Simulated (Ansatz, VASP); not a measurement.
BeCu2SnS4 in VASP and in Ansatz

```
Cu Be Sn S
1.0
    -2.65315    2.65315    5.21759
     2.65315   -2.65315    5.21759
     2.65315    2.65315   -5.21759
Cu Be Sn S
2 1 1 4
Direct
  0.00000 0.00000 0.00000
  0.75000 0.25000 0.50000
  0.25000 0.75000 0.50000
  0.50000 0.50000 0.00000
  0.11623 0.63940 0.02925
  0.36060 0.38986 0.47683
  0.61014 0.08697 0.97075
  0.91303 0.88377 0.52317
```

Alike in both runs: task single point; functional r2SCAN; k mesh 6 × 6 × 6; no spin polarisation.

|  | VASP | Ansatz |
| --- | --- | --- |
| version | VASP 6.6.1 | Ansatz 0.2.0 |
| potentials or method | VASP PAW PBE potentials, release 64 (Cu, Be, Sn_d, S) | plane waves, PAW |
| plane-wave cutoff (eV) | 520 | 500 |
| occupations | gaussian, width 0.01 eV | fixed |
| valence electrons in the cell | 62 | 78 |

VASP gave:

* gap on the k mesh at the Fermi level (eV): 0.92
* pressure (GPa): 0.0
* rms of the force components (eV/Å): 0.010

Task: Estimate Ansatz's values.

Result: gap on the k mesh at the Fermi level (eV): 0.89; pressure (GPa): 0.0; rms of the force components (eV/Å): 0.001.

VASP's potentials were made for PBE, not for r2SCAN. Atom by atom the forces differ by 0.009 eV/Å (rms over components). VASP's potentials hold 62 valence electrons a cell and Ansatz's 78, so a difference there can come from the potentials and not from the codes.
